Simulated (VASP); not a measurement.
# Si2W (I4/mmm) in VASP: notebook

The runs below take Si2W through single point, relaxation of cell and atoms, with PBEsol.

All numbers are computed with VASP 6.6.1; they aren't measurements. Logs are shortened: lines on timing, memory, paths and dates and some standing lists are left out, and cuts for length are marked.

### Step 1. The cell of the first run

The structure is tetragonal, space group I4/mmm (No. 139). Conventional cell: a = 3.203 Å, b = 3.203 Å, c = 7.813 Å, α = 90.00°, β = 90.00°, γ = 90.00°. Si (site symmetry 4mm) has 9 Si at 2.58 to 3.20 Å and 5 W at 2.61 Å within 3.4 Å. W (site symmetry 4/mmm) has 10 Si at 2.61 Å and 4 W at 3.20 Å within 3.4 Å.

### Step 2. Single point, PBEsol

File INCAR:

```
SYSTEM = Si2W
PREC = Accurate
ENCUT = 520
EDIFF = 1E-6
ISMEAR = 0
SIGMA = 0.05
LREAL = .False.
LASPH = .True.
NELM = 100
ALGO = Normal
ISIF = 2
LWAVE = .False.
LCHARG = .False.
GGA = PS
NBANDS = 18
```

File KPOINTS:

```
Automatic mesh
0
Gamma
  10 10 10
  0 0 0
```

File POSCAR:

```
Si2W
1.0
   -1.6017100204      1.6017100204      3.9067292494
    1.6017100204     -1.6017100204      3.9067292494
    1.6017100204      1.6017100204     -3.9067292494
Si W
2 1
Direct
    0.3346633037      0.3346633037      0.0000000000
    0.6653366963      0.6653366963      0.0000000000
    0.0000000000      0.0000000000      0.0000000000
```

Potentials or basis: VASP PAW PBE potentials, release 64 (Si, W_sv).

Command:

```console
$ cat potpaw_PBE.64/Si/POTCAR potpaw_PBE.64/W_sv/POTCAR > POTCAR
$ mpirun -np 1 vasp_std > vasp.out
```

OUTCAR:

```text
SYSTEM = Si2W
   PREC = Accurate
   ENCUT = 520
   EDIFF = 1E-6
   ISMEAR = 0
   LREAL = .False.
   LASPH = .True.
   NELM = 100
   ISIF = 2
   GGA = PS

 ion  position               nearest neighbor table
   1  0.335  0.335  0.000-   2 2.58   3 2.61   3 2.61   3 2.61   3 2.61   3 2.61   2 2.62   2 2.62
                             2 2.62   2 2.62
   2  0.665  0.665  0.000-   1 2.58   3 2.61   3 2.61   3 2.61   3 2.61   3 2.61   1 2.62   1 2.62
                             1 2.62   1 2.62
   3  0.000  0.000  0.000-   2 2.61   2 2.61   2 2.61   1 2.61   2 2.61   1 2.61   1 2.61   1 2.61
                             1 2.61   2 2.61

  LATTYP: Found a body centered tetragonal cell.
 ALAT       =     3.2034200408
 C/A-ratio  =     2.4390989628

  Lattice vectors:

 A1 = (  -1.6017100204,   1.6017100204,   3.9067292494)
 A2 = (   1.6017100204,  -1.6017100204,   3.9067292494)
 A3 = (   1.6017100204,   1.6017100204,  -3.9067292494)

Analysis of symmetry for initial positions (statically):
=====================================================================
 Subroutine PRICEL returns:
 Original cell was already a primitive cell.

 Routine SETGRP: Setting up the symmetry group for a
 body centered tetragonal supercell.

 Subroutine GETGRP returns: Found 16 space group operations
 (whereof 16 operations were pure point group operations)
 out of a pool of 16 trial point group operations.

The static configuration has the point symmetry D_4h.

Analysis of symmetry for dynamics (positions and initial velocities):
=====================================================================
 Subroutine PRICEL returns:
 Original cell was already a primitive cell.

 Routine SETGRP: Setting up the symmetry group for a
 body centered tetragonal supercell.

 Subroutine GETGRP returns: Found 16 space group operations
 (whereof 16 operations were pure point group operations)
 out of a pool of 16 trial point group operations.

The dynamic configuration has the point symmetry D_4h.

 Subroutine INISYM returns: Found 16 space group operations
 (whereof 16 operations are pure point group operations),
 and found     1 'primitive' translations

----------------------------------------------------------------------------------------

                                     Primitive cell

  volume of cell :      40.0905

  direct lattice vectors                    reciprocal lattice vectors
    -1.601710020  1.601710020  3.906729249     0.000000000  0.312166368  0.127984298
     1.601710020 -1.601710020  3.906729249     0.312166368  0.000000000  0.127984298
     1.601710020  1.601710020 -3.906729249     0.312166368  0.312166368  0.000000000

  length of vectors
     4.515914460  4.515914460  4.515914460     0.337383790  0.337383790  0.441469912

  position of ions in fractional coordinates (direct lattice)
     0.334663304  0.334663304  0.000000000
     0.665336696  0.665336696  0.000000000
     0.000000000  0.000000000  0.000000000

  ion indices of the primitive-cell ions
   primitive index   ion index
                 1           1
                 2           2
                 3           3

----------------------------------------------------------------------------------------

 KPOINTS: Automatic mesh

Automatic generation of k-mesh.
 Grid dimensions read from file:
 generate k-points for:   10   10   10

 Generating k-lattice:

  Cartesian coordinates                     Fractional coordinates (reciprocal lattice)
     0.000000000  0.031216637  0.012798430     0.100000000 -0.000000000  0.000000000
     0.031216637  0.000000000  0.012798430    -0.000000000  0.100000000  0.000000000
     0.031216637  0.031216637  0.000000000     0.000000000  0.000000000  0.100000000

  Length of vectors
     0.033738379  0.033738379  0.044146991

  Shift w.r.t. Gamma in fractional coordinates (k-lattice)
     0.000000000  0.000000000  0.000000000

 Subroutine IBZKPT returns following result:
 ===========================================

 Found    102 irreducible k-points:

 Following reciprocal coordinates:
            Coordinates               Weight
  0.000000  0.000000  0.000000      1.000000
  0.100000  0.000000  0.000000      8.000000
  0.200000  0.000000  0.000000      8.000000
  0.300000  0.000000  0.000000      8.000000
  0.400000  0.000000  0.000000      8.000000
  0.500000  0.000000  0.000000      4.000000
[... 16 lines left out ...]
  0.300000  0.300000  0.000000      8.000000
  0.400000  0.300000  0.000000     16.000000
 [... further k-points ...]
   k-points           NKPTS =    102   k-points in BZ     NKDIM =    102   number of bands    NBANDS=     18
   number of dos      NEDOS =    301   number of ions     NIONS =      3
   total plane-waves  NPLWV =  46656
   dimension x,y,z NGX =    36 NGY =   36 NGZ =   36
   dimension x,y,z NGXF=    72 NGYF=   72 NGZF=   72
   ions per type =               2   1
   NGX,Y,Z   is equivalent  to a cutoff of  13.25, 13.25, 13.25 a.u.
   NGXF,Y,Z  is equivalent  to a cutoff of  26.51, 26.51, 26.51 a.u.
 SYSTEM =  Si2W
   PREC   = accura    normal or accurate (medium, high low for compatibility)
   ISTART =      0    job   : 0-new  1-cont  2-samecut
   ICHARG =      2    charge: 1-file 2-atom 10-const
   ISPIN  =      1    spin polarized calculation?
   LNONCOLLINEAR =      F non collinear calculations
   LSORBIT =      F    spin-orbit coupling
   LASPH  =      T    aspherical Exc in radial PAW
   ENCUT  =  520.0 eV  38.22 Ry    6.18 a.u.   8.40  8.40  8.40*2*pi/ulx,y,z
   NELM   =    100;   NELMIN=  2; NELMDL= -5     # of ELM steps
   EDIFF  = 0.1E-05   stopping-criterion for ELM
   LREAL  =      F    real-space projection
   EDIFFG = 0.1E-04   stopping-criterion for IOM
   NSW    =      0    number of steps for IOM
   IBRION =     -1    ionic relax: 0-MD 1-quasi-New 2-CG
   NFREE  =      0    steps in history (QN), initial steepest desc. (CG)
   ISIF   =      2    stress and relaxation
   ISYM   =      2    0-nonsym 1-usesym 2-fastsym
   POTIM  = 0.5000    time-step for ionic-motion
   TEBEG  =    0.0;   TEEND  =   0.0 temperature during run
   PSTRESS=    0.0 pullay stress
   NELECT =      22.0000    total number of electrons
   NUPDOWN=      -1.0000    fix difference up-down
   EMIN   =  10.00;   EMAX   =-10.00  energy-range for DOS
   EFERMI =   0.00;   METHOD = LEGACY
   ISMEAR =     0;   SIGMA  =   0.05  broadening in eV -4-tet -1-fermi 0-gaus
   EFERMI_NEDOS =   21; number of points for ismear=-14 and -15
   IALGO  =     38    algorithm
   IMIX   =      4    mixing-type and parameters
     AMIX     =   0.40;   BMIX     =  1.00
     AMIX_MAG =   1.60;   BMIX_MAG =  1.00
  volume/ion in A,a.u.               =      13.36        90.18
  Fermi-wavevector in a.u.,A,eV,Ry     =   1.340300  2.532800 24.441563  1.796404
  Thomas-Fermi vector in A             =   2.468624
   LORBIT       =      0    0 simple, 1 ext, 2 COOP (PROOUT), +10 PAW based schemes
   GGA     = PS    functional components
   LHFCALC =     F    Hartree Fock is set to
   AEXX    =    0.0000 exact exchange contribution
   IVDW    =     0    specifies the selected vdW correction
   LEPSILON=     F    determine dielectric tensor
   LRPA    =     F    only Hartree local field effects (RPA)
 non-spin polarized calculation
 Gauss-broadening in eV      SIGMA  =   0.05
  energy-cutoff  :      520.00
  volume of cell :       40.09
 maximum number of plane-waves:      1104
 NGX is ok and might be reduce to    36
   NGX = 17   NGY = 17   NGZ = 17

 number of electron      21.9999999 magnetization

 Free energy of the ion-electron system (eV)
  ---------------------------------------------------
  ext. energy  EPLUGINS =         0.00000000
  ---------------------------------------------------
  free energy    TOTEN  =       -26.63662486 eV

  energy without entropy =      -26.63584417  energy(sigma->0) =      -26.63623451

 E-fermi :  11.9777     XC(G=0): -12.6469

 val. band max:       11.9666850518   @ k =   0.5000   0.5000   0.3000
 cond. band min:      11.9790684085   @ k =  -0.2000  -0.3000   0.2000
 fundamental gap:      0.0123833567
 Fermi energy:        11.9777380526

 k-point     1 :       0.0000    0.0000    0.0000
  band No.  band energies     occupation
      1     -61.7954      2.00000
      2     -26.0740      2.00000
      3     -26.0409      2.00000
      4     -26.0409      2.00000
      5      -2.1603      2.00000
      6       5.0645      2.00000
[... 10 lines left out ...]
     17      17.7392      0.00000
     18      17.7392      0.00000

 k-point     2 :       0.1000    0.0000    0.0000
  band No.  band energies     occupation
      1     -61.7946      2.00000
      2     -26.0724      2.00000
      3     -26.0630      2.00000
      4     -26.0389      2.00000
      5      -1.9676      2.00000
      6       5.0813      2.00000
[... 10 lines left out ...]
     17      17.7760      0.00000
     18      18.3867      0.00000

 k-point     3 :       0.2000    0.0000    0.0000
  band No.  band energies     occupation
      1     -61.7926      2.00000
      2     -26.1205      2.00000
      3     -26.0680      2.00000
      4     -26.0337      2.00000
      5      -1.4037      2.00000
      6       5.0089      2.00000
[... 10 lines left out ...]
     17      18.4307      0.00000
     18      19.7973      0.00000

 k-point     4 :       0.3000    0.0000    0.0000
  band No.  band energies     occupation
      1     -61.7901      2.00000
      2     -26.1907      2.00000
      3     -26.0626      2.00000
      4     -26.0272      2.00000
      5      -0.5093      2.00000
      6       4.4379      2.00000
[... 10 lines left out ...]
     17      19.3425      0.00000
     18      20.8370      0.00000

 k-point     5 :       0.4000    0.0000    0.0000
  band No.  band energies     occupation
      1     -61.7881      2.00000
      2     -26.2468      2.00000
      3     -26.0582      2.00000
      4     -26.0219      2.00000
      5       0.6488      2.00000
      6       3.3219      2.00000
[... 10 lines left out ...]
     17      18.9525      0.00000
     18      19.5738      0.00000

 k-point     6 :       0.5000    0.0000    0.0000
  band No.  band energies     occupation
      1     -61.7873      2.00000
      2     -26.2681      2.00000
      3     -26.0565      2.00000
      4     -26.0199      2.00000
      5       1.8610      2.00000
      6       2.0992      2.00000
[... 10 lines left out ...]
     17      18.4573      0.00000
     18      18.7575      0.00000

 k-point     7 :       0.1000    0.1000    0.0000
  band No.  band energies     occupation
      1     -61.7939      2.00000
      2     -26.0715      2.00000
      3     -26.0621      2.00000
      4     -26.0597      2.00000
      5      -1.7220      2.00000
      6       4.8565      2.00000
[... 10 lines left out ...]
     17      18.3815      0.00000
     18      18.3977      0.00000

 k-point     8 :       0.2000    0.1000    0.0000
  band No.  band energies     occupation
      1     -61.7919      2.00000
      2     -26.1183      2.00000
      3     -26.0674      2.00000
      4     -26.0553      2.00000
      5      -1.1168      2.00000
      6       4.6405      2.00000
[... 10 lines left out ...]
     17      18.3339      0.00000
     18      19.8818      0.00000
[... 229 lines left out ...]
     17      19.3633      0.00000
     18      20.5530      0.00000

 k-point    20 :      -0.4000    0.2000    0.0000
  band No.  band energies     occupation
      1     -61.7854      2.00000
      2     -26.2359      2.00000
      3     -26.0976      2.00000
      4     -26.0490      2.00000
      5       0.8601      2.00000
      6       4.0335      2.00000
[... 10 lines left out ...]
     17      18.6907      0.00000
     18      19.9422      0.00000

 k-point    21 :      -0.3000    0.2000    0.0000
  band No.  band energies     occupation
      1     -61.7874      2.00000
      2     -26.1808      2.00000
      3     -26.1037      2.00000
      4     -26.0532      2.00000
      5      -0.1563      2.00000
      6       5.3542      2.00000
[... 10 lines left out ...]
     17      17.6976      0.00000
     18      19.5030      0.00000

 k-point    22 :      -0.2000    0.2000    0.0000
  band No.  band energies     occupation
      1     -61.7899      2.00000
      2     -26.1150      2.00000
      3     -26.1083      2.00000
      4     -26.0592      2.00000
      5      -0.9053      2.00000
      6       5.9905      2.00000
[... 10 lines left out ...]
     17      18.8275      0.00000
     18      19.4630      0.00000

 k-point    23 :       0.3000    0.3000    0.0000
  band No.  band energies     occupation
      1     -61.7850      2.00000
      2     -26.1746      2.00000
      3     -26.1695      2.00000
      4     -26.0506      2.00000
      5       1.2416      2.00000
      6       3.7494      2.00000
[... 10 lines left out ...]
     17      18.7548      0.00000
     18      20.4523      0.00000

 k-point    24 :       0.4000    0.3000    0.0000
  band No.  band energies     occupation
      1     -61.7830      2.00000
      2     -26.2263      2.00000
      3     -26.1648      2.00000
      4     -26.0444      2.00000
      5       2.1907      2.00000
      6       3.2700      2.00000
[... 10 lines left out ...]
     17      19.3362      0.00000
     18      21.0335      0.00000

 [... further k-points ...]

------------------------ aborting loop because EDIFF is reached ----------------------------------------

  FORCE on cell =-STRESS in cart. coord.  units (eV):
  Direction    XX          YY          ZZ          XY          YZ          ZX
  --------------------------------------------------------------------------------------
  -------------------------------------------------------------------------------------
  Total        0.0826174      0.0826174      0.0674878      0.0000000     -0.0000000      0.0000000
  in kB        3.3017256      3.3017256      2.6970858      0.0000000     -0.0000000      0.0000000
  external PRESSURE =       3.1001790 kB  Pullay stress =       0.0000000 kB

 VOLUME and BASIS-vectors are now :
 -----------------------------------------------------------------------------
  energy-cutoff  :      520.00
  volume of cell :       40.09
      direct lattice vectors                 reciprocal lattice vectors
    -1.601710020  1.601710020  3.906729249     0.000000000  0.312166368  0.127984298
     1.601710020 -1.601710020  3.906729249     0.312166368  0.000000000  0.127984298
     1.601710020  1.601710020 -3.906729249     0.312166368  0.312166368  0.000000000

 POSITION                                       TOTAL-FORCE (eV/Angst)
 -----------------------------------------------------------------------------------
      0.00000      0.00000      2.61488         0.000000      0.000000      0.000794
      0.00000      0.00000      5.19858        -0.000000     -0.000000     -0.000794
      0.00000      0.00000      0.00000         0.000000      0.000000     -0.000000
 -----------------------------------------------------------------------------------
    total drift:                               -0.000000     -0.000000      0.000000

  FREE ENERGIE OF THE ION-ELECTRON SYSTEM (eV)
  ---------------------------------------------------
  free  energy   TOTEN  =       -26.6366248559 eV

  energy  without entropy=      -26.6358441730  energy(sigma->0) =      -26.63623451
```

Run time: 35 s. Hardware: 1 thread of Intel Xeon 6975P-C (Granite Rapids), shared host; peak memory 0.24 GiB.

What came out:

```
Free energy            : -26.6366 eV
Pressure               : 0.3 GPa
Band gap on the k mesh : zero (band 11 reaches 12.73 eV, above the bottom of band 12 at 11.41 eV)
```

Levels at points of the mesh, in eV from the Fermi level:
```tsv
k point	band 8	band 9	band 10	band 11	band 12	band 13	band 14	band 15
(0.00, 0.00, 0.00)	-3.39	-2.85	-2.85	0.63	2.82	2.88	3.13	3.13
(0.50, 0.00, 0.00)	-4.87	-2.81	-2.80	-0.44	2.74	2.83	3.97	4.49
(0.50, 0.50, 0.00)	-5.46	-5.04	-3.29	-1.75	2.85	3.01	3.17	3.93
(0.50, 0.50, 0.50)	-2.61	-0.82	-0.82	-0.50	-0.50	0.81	4.55	4.99
```

Caveat: the PAW data sets were made with another functional, which shifts forces and pressure a little; spin-orbit coupling is left out, which moves the levels of the heavy elements.

(Continued in part 2 of 2.)
